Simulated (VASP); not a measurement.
Wanted: the native input for a VASP 6.6.1 run.

```yaml
Task: single point
Functional: PBE
Potentials_or_basis: VASP PAW PBE potentials, release 64 (W_sv)
Cutoff: 500 eV
k_mesh: 30 × 30 × 30
Occupations: gaussian, width 0.15 eV
Spin: no spin polarisation
Dipole_correction: no
Further_INCAR_settings: ALGO = Normal; EDIFF = 1e-06; NBANDS = 13
```

The structure of W lies in POSCAR:

```
W
1.0
   -1.5917793224      1.5917793224      1.5917793224
    1.5917793224     -1.5917793224      1.5917793224
    1.5917793224      1.5917793224     -1.5917793224
W
1
Direct
    0.0000000000      0.0000000000      0.0000000000
```

One way to write it, as run:

INCAR

```
SYSTEM = W
PREC = Accurate ; ENCUT = 500
EDIFF = 1E-6 ; ISMEAR = 0
SIGMA = 0.15 ; LREAL = .FALSE.
LASPH = .TRUE. ; NELM = 120
ALGO = Normal ; ISIF = 2
LWAVE = .FALSE. ; LCHARG = .TRUE.
GGA = PE ; LELF = .TRUE.
LVHAR = .TRUE. ; NBANDS = 13
GGA_COMPAT = .FALSE.
```

KPOINTS

```
Automatic mesh
0
G
  30 30 30
  0 0 0
```

Potentials or basis: VASP PAW PBE potentials, release 64 (W_sv).

Run with:

```console
$ cat potpaw_PBE.64/W_sv/POTCAR > POTCAR
$ mpirun -np 1 vasp_std > vasp.out
```

It gave:

The pressure is 0.5 GPa and the band gap on the k mesh is zero (bands 7 and 8 overlap by 6.24 eV).

Caveat: spin-orbit coupling is left out, which moves the levels of the heavy elements.

It took 37 s on 1 thread of Intel(R) Xeon(R) 6975P-C (Granite Rapids), on a shared host, peak memory 0.24 GiB.
